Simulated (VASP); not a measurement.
**SnTe: electric field gradients with PBEsol**

The system is SnTe.

```
Sn Te
1.0
     0.00000    3.13531    3.13531
     3.13531    0.00000    3.13531
     3.13531    3.13531    0.00000
Sn Te
1 1
Direct
  0.00000 0.00000 0.00000
  0.50000 0.50000 0.50000
```

```
Program                : VASP 6.6.1
Task                   : electric field gradients
Functional             : PBEsol
Potentials or basis    : VASP PAW PBE potentials, release 64 (Sn_d, Te)
Cutoff                 : 520 eV
k mesh                 : 11 × 11 × 11
Occupations            : fermi-dirac, width 0.08 eV
Spin                   : no spin polarisation
Dipole correction      : no
Further INCAR settings : ALGO = Normal; EDIFF = 1e-08; NBANDS = 17
```

| Quantity | Value |
| --- | --- |
| Pressure | 0.4 GPa |
| Largest electric field gradient by atom | zero within the noise of the run |

Levels at points of the mesh, in eV from the Fermi level:
```
           k point  band 6  band 7  band 8  band 9  band 10  band 11  band 12  band 13  band 14  band 15
(0.00, 0.00, 0.00)  -12.93   -4.65   -2.17   -2.17    -2.17     3.37     3.37     3.37     4.69     4.69
```

Wall time 88 s on 1 thread of Intel Xeon 8259CL (shared host), peak memory 0.23 GiB.

Caveat: this odd mesh misses L, so gap, dielectric constants and Born charges aren't listed; the PAW data sets were made with another functional, which shifts forces and pressure a little; spin-orbit coupling is left out, which moves the levels of the heavy elements.
